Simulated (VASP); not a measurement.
# Hf2TeW2S (P-4m2) in VASP: further runs

Runs on Hf2TeW2S. Level: PBE. Tasks: single point.

Everything below comes from runs of VASP 6.6.1. Logs are shortened: lines on timing, memory, paths and dates and some standing lists are left out, and cuts for length are marked.

## Step 1: The cell of the first run

The structure is tetragonal, space group P-4m2 (No. 115). Conventional cell: a = 4.692 Å, b = 4.692 Å, c = 5.684 Å, α = 90.00°, β = 90.00°, γ = 90.00°. Within 3.7 Å of Hf (site symmetry -4m2) lie 2 S at 2.84 Å and 4 W at 2.96 Å and 4 Te at 3.32 Å. Hf (site symmetry -4m2) has 4 W at 2.57 Å and 2 Te at 2.84 Å and 4 S at 3.32 Å within 3.4 Å. Te (site symmetry -4m2) has 6 Hf at 2.84 to 3.32 Å and 4 W at 2.96 Å within 3.7 Å. Within 3.4 Å of W (site symmetry 2mm) lie 4 Hf at 2.57 to 2.96 Å and 2 S at 2.57 Å and 2 Te at 2.96 Å. S (site symmetry -4m2) has 4 W at 2.57 Å and 6 Hf at 2.84 to 3.32 Å within 3.4 Å.

## Step 2: Single point, PBE

INCAR

```
SYSTEM = Hf2TeW2S
PREC     = Accurate       ! precision mode
ENCUT    = 520            ! plane-wave cutoff, eV
EDIFF    = 1E-7           ! SCF threshold, eV
ISMEAR   = 0              ! smearing method
SIGMA    = 0.1            ! smearing width, eV
LREAL    = .False.        ! projectors in reciprocal space
LASPH    = .True.         ! aspherical terms in the spheres
NELM     = 60             ! most SCF steps
ALGO     = Normal         ! electronic algorithm
ISIF     = 2              ! what is computed and relaxed
LWAVE    = .False.        ! write WAVECAR
LCHARG   = .False.        ! write CHGCAR
GGA      = PE             ! functional
NBANDS   = 39             ! bands
```

KPOINTS

```
regular mesh
0
Gamma
  4 4 4
  0 0 0
```

POSCAR

```
Hf2TeW2S
1.0
    4.6923138218      0.0000000000      0.0000000000
    0.0000000000      4.6923138218      0.0000000000
    0.0000000000      0.0000000000      5.6842120936
Hf Te W S
2 1 2 1
Direct
    0.5000000000      0.5000000000      0.0000000000
    0.0000000000      0.0000000000      0.5000000000
    0.0000000000      0.0000000000      0.0000000000
    0.5000000000      0.0000000000      0.6838813653
    0.0000000000      0.5000000000      0.3161186347
    0.5000000000      0.5000000000      0.5000000000
```

Potentials or basis: VASP PAW PBE potentials, release 64 (Hf_pv, Te, W_sv, S).

On the command line:

```console
$ cat potpaw_PBE.64/Hf_pv/POTCAR potpaw_PBE.64/Te/POTCAR potpaw_PBE.64/W_sv/POTCAR potpaw_PBE.64/S/POTCAR > POTCAR
$ mpirun -np 1 vasp_std > vasp.out
```

OUTCAR:

```text
SYSTEM = Hf2TeW2S
   PREC = Accurate
   ENCUT = 520
   EDIFF = 1E-7
   ISMEAR = 0
   LREAL = .False.
   LASPH = .True.
   NELM = 60
   ISIF = 2
   GGA = PE

 ion  position               nearest neighbor table
   1  0.500  0.500  0.000-   6 2.84   6 2.84   4 2.96   5 2.96   4 2.96   5 2.96   3 3.32   3 3.32
                             3 3.32   3 3.32
   2  0.000  0.000  0.500-   4 2.57   5 2.57   5 2.57   4 2.57   3 2.84   3 2.84   6 3.32   6 3.32
                             6 3.32   6 3.32
   3  0.000  0.000  0.000-   2 2.84   2 2.84   5 2.96   4 2.96   5 2.96   4 2.96   1 3.32   1 3.32
                             1 3.32   1 3.32
   4  0.500  0.000  0.684-   2 2.57   6 2.57   6 2.57   2 2.57   1 2.96   3 2.96   1 2.96   3 2.96

   5  0.000  0.500  0.316-   2 2.57   6 2.57   2 2.57   6 2.57   3 2.96   3 2.96   1 2.96   1 2.96

   6  0.500  0.500  0.500-   4 2.57   5 2.57   4 2.57   5 2.57   1 2.84   1 2.84   2 3.32   2 3.32
                             2 3.32   2 3.32

  LATTYP: Found a simple tetragonal cell.
 ALAT       =     4.6923138218
 C/A-ratio  =     1.2113878802

  Lattice vectors:

 A1 = (   4.6923138218,   0.0000000000,   0.0000000000)
 A2 = (   0.0000000000,   4.6923138218,   0.0000000000)
 A3 = (   0.0000000000,   0.0000000000,   5.6842120936)

Analysis of symmetry for initial positions (statically):
=====================================================================
 Subroutine PRICEL returns:
 Original cell was already a primitive cell.

 Routine SETGRP: Setting up the symmetry group for a
 simple tetragonal supercell.

 Subroutine GETGRP returns: Found  8 space group operations
 (whereof  8 operations were pure point group operations)
 out of a pool of 16 trial point group operations.

The static configuration has the point symmetry D_2d.

Analysis of symmetry for dynamics (positions and initial velocities):
=====================================================================
 Subroutine PRICEL returns:
 Original cell was already a primitive cell.

 Routine SETGRP: Setting up the symmetry group for a
 simple tetragonal supercell.

 Subroutine GETGRP returns: Found  8 space group operations
 (whereof  8 operations were pure point group operations)
 out of a pool of 16 trial point group operations.

The dynamic configuration has the point symmetry D_2d.

 Subroutine INISYM returns: Found  8 space group operations
 (whereof  8 operations are pure point group operations),
 and found     1 'primitive' translations

----------------------------------------------------------------------------------------

                                     Primitive cell

  volume of cell :     125.1539

  direct lattice vectors                    reciprocal lattice vectors
     4.692313822  0.000000000  0.000000000     0.213114476  0.000000000  0.000000000
     0.000000000  4.692313822  0.000000000     0.000000000  0.213114476  0.000000000
     0.000000000  0.000000000  5.684212094     0.000000000  0.000000000  0.175925877

  length of vectors
     4.692313822  4.692313822  5.684212094     0.213114476  0.213114476  0.175925877

  position of ions in fractional coordinates (direct lattice)
     0.500000000  0.500000000  0.000000000
     0.000000000  0.000000000  0.500000000
     0.000000000  0.000000000  0.000000000
     0.500000000  0.000000000  0.683881365
     0.000000000  0.500000000  0.316118635
     0.500000000  0.500000000  0.500000000

  ion indices of the primitive-cell ions
   primitive index   ion index
                 1           1
                 2           2
                 3           3
                 4           4
                 5           5
                 6           6

----------------------------------------------------------------------------------------

 KPOINTS: regular mesh

Automatic generation of k-mesh.
 Grid dimensions read from file:
 generate k-points for:    4    4    4

 Generating k-lattice:

  Cartesian coordinates                     Fractional coordinates (reciprocal lattice)
     0.053278619  0.000000000  0.000000000     0.250000000  0.000000000  0.000000000
     0.000000000  0.053278619  0.000000000     0.000000000  0.250000000  0.000000000
     0.000000000  0.000000000  0.043981469     0.000000000  0.000000000  0.250000000

  Length of vectors
     0.053278619  0.053278619  0.043981469

  Shift w.r.t. Gamma in fractional coordinates (k-lattice)
     0.000000000  0.000000000  0.000000000

 Subroutine IBZKPT returns following result:
 ===========================================

 Found     18 irreducible k-points:

 Following reciprocal coordinates:
            Coordinates               Weight
  0.000000  0.000000  0.000000      1.000000
  0.250000  0.000000  0.000000      4.000000
  0.500000  0.000000  0.000000      2.000000
  0.250000  0.250000  0.000000      4.000000
  0.500000  0.250000  0.000000      4.000000
  0.500000  0.500000  0.000000      1.000000
[... 10 lines left out ...]
  0.500000  0.250000  0.500000      4.000000
  0.500000  0.500000  0.500000      1.000000
   k-points           NKPTS =     18   k-points in BZ     NKDIM =     18   number of bands    NBANDS=     39
   number of dos      NEDOS =    301   number of ions     NIONS =      6
   total plane-waves  NPLWV =  54432
   dimension x,y,z NGX =    36 NGY =   36 NGZ =   42
   dimension x,y,z NGXF=    72 NGYF=   72 NGZF=   84
   ions per type =               2   1   2   1
   NGX,Y,Z   is equivalent  to a cutoff of  12.75, 12.75, 12.28 a.u.
   NGXF,Y,Z  is equivalent  to a cutoff of  25.51, 25.51, 24.57 a.u.
 SYSTEM =  Hf2TeW2S
   PREC   = accura    normal or accurate (medium, high low for compatibility)
   ISTART =      0    job   : 0-new  1-cont  2-samecut
   ICHARG =      2    charge: 1-file 2-atom 10-const
   ISPIN  =      1    spin polarized calculation?
   LNONCOLLINEAR =      F non collinear calculations
   LSORBIT =      F    spin-orbit coupling
   LASPH  =      T    aspherical Exc in radial PAW
   ENCUT  =  520.0 eV  38.22 Ry    6.18 a.u.   8.72  8.72 10.57*2*pi/ulx,y,z
   NELM   =     60;   NELMIN=  2; NELMDL= -5     # of ELM steps
   EDIFF  = 0.1E-06   stopping-criterion for ELM
   LREAL  =      F    real-space projection
   EDIFFG = 0.1E-05   stopping-criterion for IOM
   NSW    =      0    number of steps for IOM
   IBRION =     -1    ionic relax: 0-MD 1-quasi-New 2-CG
   NFREE  =      0    steps in history (QN), initial steepest desc. (CG)
   ISIF   =      2    stress and relaxation
   ISYM   =      2    0-nonsym 1-usesym 2-fastsym
   POTIM  = 0.5000    time-step for ionic-motion
   TEBEG  =    0.0;   TEEND  =   0.0 temperature during run
   PSTRESS=    0.0 pullay stress
   NELECT =      60.0000    total number of electrons
   NUPDOWN=      -1.0000    fix difference up-down
   EMIN   =  10.00;   EMAX   =-10.00  energy-range for DOS
   EFERMI =   0.00;   METHOD = LEGACY
   ISMEAR =     0;   SIGMA  =   0.10  broadening in eV -4-tet -1-fermi 0-gaus
   EFERMI_NEDOS =   21; number of points for ismear=-14 and -15
   IALGO  =     38    algorithm
   IMIX   =      4    mixing-type and parameters
     AMIX     =   0.40;   BMIX     =  1.00
     AMIX_MAG =   1.60;   BMIX_MAG =  1.00
  volume/ion in A,a.u.               =      20.86       140.76
  Fermi-wavevector in a.u.,A,eV,Ry     =   1.281279  2.421267 22.336365  1.641676
  Thomas-Fermi vector in A             =   2.413658
   LORBIT       =      0    0 simple, 1 ext, 2 COOP (PROOUT), +10 PAW based schemes
   GGA     = PE    functional components
   LHFCALC =     F    Hartree Fock is set to
   AEXX    =    0.0000 exact exchange contribution
   IVDW    =     0    specifies the selected vdW correction
   LEPSILON=     F    determine dielectric tensor
   LRPA    =     F    only Hartree local field effects (RPA)
 non-spin polarized calculation
 Gauss-broadening in eV      SIGMA  =   0.10
  energy-cutoff  :      520.00
  volume of cell :      125.15
 maximum number of plane-waves:      3424
 NGX is ok and might be reduce to    36
   NGX = 17   NGY = 17   NGZ = 21

 number of electron      60.0000002 magnetization

 Free energy of the ion-electron system (eV)
  ---------------------------------------------------
  ext. energy  EPLUGINS =         0.00000000
  ---------------------------------------------------
  free energy    TOTEN  =       -49.20959897 eV

  energy without entropy =      -49.19749166  energy(sigma->0) =      -49.20354531

 E-fermi :   7.5209     XC(G=0): -11.2454

 val. band max:        7.4871183546   @ k =   0.2500   0.2500   0.5000
 cond. band min:       7.5448740149   @ k =   0.5000   0.0000   0.5000
 fundamental gap:      0.0577556603
 Fermi energy:         7.5208675550

 k-point     1 :       0.0000    0.0000    0.0000
  band No.  band energies     occupation
      1     -65.8561      2.00000
      2     -65.8560      2.00000
      3     -30.2668      2.00000
      4     -30.2668      2.00000
      5     -30.1860      2.00000
      6     -30.1787      2.00000
[... 31 lines left out ...]
     38      10.0522      0.00000
     39      10.6843      0.00000

 k-point     2 :       0.2500    0.0000    0.0000
  band No.  band energies     occupation
      1     -65.8564      2.00000
      2     -65.8561      2.00000
      3     -30.2654      2.00000
      4     -30.2479      2.00000
      5     -30.1892      2.00000
      6     -30.1819      2.00000
[... 31 lines left out ...]
     38      10.2770      0.00000
     39      10.7501      0.00000

 k-point     3 :       0.5000    0.0000    0.0000
  band No.  band energies     occupation
      1     -65.8566      2.00000
      2     -65.8561      2.00000
      3     -30.2639      2.00000
      4     -30.2195      2.00000
      5     -30.2031      2.00000
      6     -30.1836      2.00000
[... 580 lines left out ...]
 k-point    17 :       0.5000    0.2500    0.5000
  band No.  band energies     occupation
      1     -65.8566      2.00000
      2     -65.8564      2.00000
      3     -30.2504      2.00000
      4     -30.2144      2.00000
      5     -30.2003      2.00000
      6     -30.1869      2.00000
[... 31 lines left out ...]
     38      11.0137      0.00000
     39      11.0438      0.00000

 k-point    18 :       0.5000    0.5000    0.5000
  band No.  band energies     occupation
      1     -65.8566      2.00000
      2     -65.8566      2.00000
      3     -30.2370      2.00000
      4     -30.2014      2.00000
      5     -30.1978      2.00000
      6     -30.1978      2.00000
[... 31 lines left out ...]
     38      10.5633      0.00000
     39      11.5420      0.00000

------------------------ aborting loop because EDIFF is reached ----------------------------------------

  FORCE on cell =-STRESS in cart. coord.  units (eV):
  Direction    XX          YY          ZZ          XY          YZ          ZX
  --------------------------------------------------------------------------------------
  -------------------------------------------------------------------------------------
  Total       -0.0678475     -0.0678475     -0.1967153      0.0000000      0.0000000      0.0000000
  in kB       -0.8685605     -0.8685605     -2.5182816      0.0000000      0.0000000      0.0000000
  external PRESSURE =      -1.4184676 kB  Pullay stress =       0.0000000 kB

 VOLUME and BASIS-vectors are now :
 -----------------------------------------------------------------------------
  energy-cutoff  :      520.00
  volume of cell :      125.15
      direct lattice vectors                 reciprocal lattice vectors
     4.692313822  0.000000000  0.000000000     0.213114476  0.000000000  0.000000000
     0.000000000  4.692313822  0.000000000     0.000000000  0.213114476  0.000000000
     0.000000000  0.000000000  5.684212094     0.000000000  0.000000000  0.175925877

 POSITION                                       TOTAL-FORCE (eV/Angst)
 -----------------------------------------------------------------------------------
      2.34616      2.34616      0.00000         0.000000     -0.000000      0.000000
      0.00000      0.00000      2.84211         0.000000      0.000000      0.000000
      0.00000      0.00000      0.00000        -0.000000      0.000000      0.000000
      2.34616      0.00000      3.88733         0.000000      0.000000      0.056367
      0.00000      2.34616      1.79689         0.000000      0.000000     -0.056367
      2.34616      2.34616      2.84211         0.000000      0.000000      0.000000
 -----------------------------------------------------------------------------------
    total drift:                                0.000000      0.000000      0.000000

  FREE ENERGIE OF THE ION-ELECTRON SYSTEM (eV)
  ---------------------------------------------------
  free  energy   TOTEN  =       -49.2095989678 eV

  energy  without entropy=      -49.1974916592  energy(sigma->0) =      -49.20354531
```

It took 39 s on 1 thread of Intel Xeon 6975P-C (Granite Rapids), shared host; peak memory 0.28 GiB.

What came out:

```yaml
Free_energy: -49.2096 eV
Pressure: -0.1 GPa
Largest_force: 0.056 eV/Å
Band_gap_on_the_k_mesh: 0.06 eV, indirect (least direct gap 0.07 eV)
```

Forces on the atoms (eV/Å):
```
Hf   0.000  0.000  0.000
Hf   0.000  0.000  0.000
Te   0.000  0.000  0.000
W    0.000  0.000  0.056
W    0.000  0.000 -0.056
S    0.000  0.000  0.000
```

Stress tensor (GPa, compression positive):
```
-0.09  0.00  0.00
 0.00 -0.09  0.00
 0.00  0.00 -0.25
```

Caveat: spin-orbit coupling is left out, which moves the levels of the heavy elements. A k mesh can miss the band edges.

## Step 3: Single point, PBE

This run uses another cell than the first one, of 23.37 Å³/atom, 1.120 times its volume.

INCAR

```
ALGO = Normal
EDIFF = 1E-6
ENCUT = 520
GGA = PE
ISIF = 2
ISMEAR = 0
LASPH = True
LCHARG = False
LREAL = False
LWAVE = False
NBANDS = 39
NELM = 60
PREC = Accurate
SIGMA = 0.1
```

KPOINTS

```
k-points
0
Gamma
  4 4 4
```

POSCAR

```
Hf2TeW2S
1.0
    4.6314531400      0.0000000000      0.0000000000
    0.0000000000      4.6314531400      0.0000000000
    0.0000000000      0.0000000000      6.5370505500
Hf Te W S
2 1 2 1
Direct
    0.5000000000      0.5000000000      0.0000000000
    0.0000000000      0.0000000000      0.5000000000
    0.0000000000      0.0000000000      0.0000000000
    0.5000000000      0.0000000000      0.7581456300
    0.0000000000      0.5000000000      0.2418543700
    0.5000000000      0.5000000000      0.5000000000
```

Potentials or basis: VASP PAW PBE potentials, release 64 (Hf_pv, Te, W_sv, S).

On the command line:

```console
$ cat potpaw_PBE.64/Hf_pv/POTCAR potpaw_PBE.64/Te/POTCAR potpaw_PBE.64/W_sv/POTCAR potpaw_PBE.64/S/POTCAR > POTCAR
$ mpirun -np 1 vasp_std > vasp.out
```

Wall time 44 s (1 thread of Intel Xeon 6975P-C (Granite Rapids), shared host); peak memory 0.31 GiB.

It converged, with:

```
Free energy            : -48.0570 eV
Pressure               : -7.7 GPa
Largest force          : 1.089 eV/Å
Band gap on the k mesh : zero (band 30 reaches 6.54 eV, above the bottom of band 31 at 5.87 eV)
```

Forces on the atoms (eV/Å):
```
Hf   0.000  0.000  0.000
Hf   0.000  0.000  0.000
Te   0.000  0.000  0.000
W    0.000  0.000 -1.089
W    0.000  0.000  1.089
S    0.000  0.000  0.000
```

Stress tensor (GPa, compression positive):
```
-7.50  0.00  0.00
 0.00 -7.50  0.00
 0.00  0.00 -7.99
```

Levels at points of the mesh, in eV from the Fermi level:
```tsv
k point	band 28	band 29	band 30	band 31	band 32	band 33
(0.00, 0.00, 0.00)	-0.36	-0.36	0.24	0.24	0.24	0.40
(0.50, 0.00, 0.00)	-0.35	-0.25	0.02	0.10	0.11	0.88
(0.50, 0.50, 0.00)	-0.38	-0.38	-0.34	0.41	0.41	1.17
(0.00, 0.00, 0.50)	-0.51	-0.30	-0.30	-0.17	-0.17	0.17
(0.50, 0.00, 0.50)	-0.72	0.43	0.44	0.55	0.74	0.88
(0.50, 0.50, 0.50)	-0.41	-0.30	-0.30	-0.17	-0.17	1.91
```

Caveat: spin-orbit coupling is left out, which moves the levels of the heavy elements; forces of over 1 eV/Å act on the atoms, so gaps and moduli don't describe the material at rest.
